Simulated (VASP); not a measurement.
Be2C3: single point with PBE

Be2C3:

```
Be C
1.0
    -2.08605    2.70874    3.64808
     2.08605   -2.70874    3.64808
     2.08605    2.70874   -3.64808
Be C
2 3
Direct
  0.19231 0.50000 0.69231
  0.80769 0.50000 0.30769
  0.00000 0.85048 0.85048
  0.00000 0.14952 0.14952
  0.50000 0.50000 0.00000
```

The cell was generated, and may not be a known phase.

```json
{
 "Program": "VASP 6.6.1",
 "Task": "single point",
 "Functional": "PBE",
 "Potentials or basis": "VASP PAW PBE potentials, release 64 (Be, C)",
 "Cutoff": "520 eV",
 "k mesh": "6 × 6 × 6",
 "Occupations": "gaussian, width 0.1 eV",
 "Spin": "collinear spin",
 "Starting moments": "[0.0, 0.0, 1.0, 1.0, 1.0] μB",
 "Dipole correction": "no",
 "Further INCAR settings": "ALGO = Normal; EDIFF = 1e-06; NBANDS = 20"
}
```

```json
{"Pressure": "0.1 GPa", "Largest force": "0.064 eV/Å", "Net moment": "1.90 μB per cell", "Site moments": "Be +0.04; C +0.05, +0.70 (each value once) μB", "Valence electrons inside the program's atomic spheres": "Be 1.22; C 2.59, 2.27 (each value once)"}
```

Forces on the atoms (eV/Å):
```
Be   0.000  0.012  0.000
Be   0.000 -0.012  0.000
C   -0.064  0.000  0.000
C    0.064  0.000  0.000
C    0.000  0.000  0.000
```

Stress tensor (GPa, compression positive):
```
 0.19  0.00  0.00
 0.00 -0.07  0.00
 0.00  0.00  0.27
```

Levels at points of the mesh, in eV from the Fermi level:
Spin up:
| k point | band 5 | band 6 | band 7 | band 8 | band 9 | band 10 | band 11 | band 12 | band 13 | band 14 |
| --- | --- | --- | --- | --- | --- | --- | --- | --- | --- | --- |
| (0.00, 0.00, 0.00) | -4.32 | -3.15 | -1.38 | -0.59 | 0.12 | 1.25 | 4.05 | 4.06 | 4.74 | 6.00 |
| (0.50, 0.00, 0.00) | -3.52 | -3.30 | -2.52 | -0.96 | -0.94 | 3.02 | 4.40 | 4.45 | 6.57 | 8.23 |
| (0.00, 0.50, 0.00) | -3.80 | -2.96 | -2.66 | -1.35 | -0.44 | 1.89 | 2.86 | 5.68 | 6.72 | 8.32 |
| (0.50, 0.50, 0.00) | -3.74 | -2.83 | -2.42 | -0.51 | 0.04 | 0.42 | 1.86 | 7.40 | 7.85 | 8.03 |
| (0.50, 0.50, 0.50) | -4.65 | -4.17 | -1.29 | -0.20 | 0.14 | 1.44 | 4.62 | 5.85 | 6.80 | 7.00 |
Spin down:
```
           k point  band 5  band 6  band 7  band 8  band 9  band 10
(0.00, 0.00, 0.00)   -4.04   -3.02   -0.91    1.47    1.58     2.51
(0.50, 0.00, 0.00)   -3.31   -3.08   -1.94    0.38    0.97     4.32
(0.00, 0.50, 0.00)   -3.64   -2.52   -2.41   -0.23    1.63     3.11
(0.50, 0.50, 0.00)   -3.63   -2.61   -1.83    0.61    1.50     2.07
(0.50, 0.50, 0.50)   -4.36   -3.86   -0.83    1.54    1.65     2.50
```

Run time: 99 s on 1 thread of AMD EPYC 9R45 96-Core Processor (Zen 5), on a shared host, peak memory 0.3 GiB.
